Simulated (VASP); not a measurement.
A run of VASP 6.6.1:

File INCAR:

```
SYSTEM = CdF2
PREC = Accurate
ENCUT = 600
EDIFF = 1E-6
ISMEAR = -1
SIGMA = 0.05
LREAL = .FALSE.
LASPH = .TRUE.
NELM = 80
ALGO = Normal
ISIF = 3
LWAVE = .FALSE.
LCHARG = .FALSE.
GGA = PS
IBRION = 2
NSW = 60
EDIFFG = -0.01
PSTRESS = 20.0
```

KPOINTS

```
Automatic mesh
0
G
  9 9 9
  0 0 0
```

The input POSCAR:

```
CdF2
1.0
    0.0000000000      2.6940000000      2.6940000000
    2.6940000000      0.0000000000      2.6940000000
    2.6940000000      2.6940000000      0.0000000000
Cd F
1 2
Direct
    0.0000000000      0.0000000000      0.0000000000
    0.7500000000      0.7500000000      0.7500000000
    0.2500000000      0.2500000000      0.2500000000
```

Potentials or basis: VASP PAW PBE potentials, release 64 (Cd, F).

The run is started by

```bash
$ cat potpaw_PBE.64/Cd/POTCAR potpaw_PBE.64/F/POTCAR > POTCAR
$ mpirun -np 1 vasp_std > vasp.out
```

Hardware: 1 thread of AMD EPYC 9R45 96-Core Processor (Zen 5), on a shared host.

Estimate the wall time of this run.

Wall time 31 s on 1 thread of AMD EPYC 9R45 96-Core Processor (Zen 5), on a shared host, peak memory 0.16 GiB. Counts: scf iterations 29, k points 35, ion steps 3.
